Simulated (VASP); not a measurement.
A run of VASP 6.6.1 is set up as follows.

Contents of INCAR:

```
SYSTEM = AlFe
PREC     = Accurate       ! precision mode
ENCUT    = 520            ! plane-wave cutoff, eV
EDIFF    = 1E-6           ! SCF threshold, eV
ISMEAR   = 0              ! smearing method
SIGMA    = 0.1            ! smearing width, eV
LREAL    = .False.        ! projectors in reciprocal space
LASPH    = .True.         ! aspherical terms in the spheres
NELM     = 150            ! most SCF steps
ALGO     = Normal         ! electronic algorithm
ISIF     = 2              ! what is computed and relaxed
LWAVE    = .False.        ! write WAVECAR
LCHARG   = .True.         ! write CHGCAR
ISPIN    = 2              ! spin polarisation
MAGMOM   = 0 0.77         ! initial moments
LORBIT   = 11             ! projections on sites
LMAXMIX  = 4              ! l up to which the mixer works
GGA      = PE             ! functional
LELF     = .True.         ! ELF
LVHAR    = .True.       
NBANDS   = 16             ! bands
```

KPOINTS

```
regular mesh
0
Gamma
  14 14 14
  0 0 0
```

The input POSCAR:

```
AlFe
1.0
    2.8452952332      0.0000000000      0.0000000000
    0.0000000000      2.8452952332      0.0000000000
    0.0000000000      0.0000000000      2.8452952332
Al Fe
1 1
Direct
    0.0000000000      0.0000000000      0.0000000000
    0.5000000000      0.5000000000      0.5000000000
```

Potentials or basis: VASP PAW PBE potentials, release 64 (Al, Fe).

Command:

```sh
$ cat potpaw_PBE.64/Al/POTCAR potpaw_PBE.64/Fe/POTCAR > POTCAR
$ mpirun -np 1 vasp_std > vasp.out
```

Task: Estimate the net moment.

Result: 0.65 μB per cell.

Task: Predict the site moments.

Result: Al -0.02; Fe +0.69 μB.
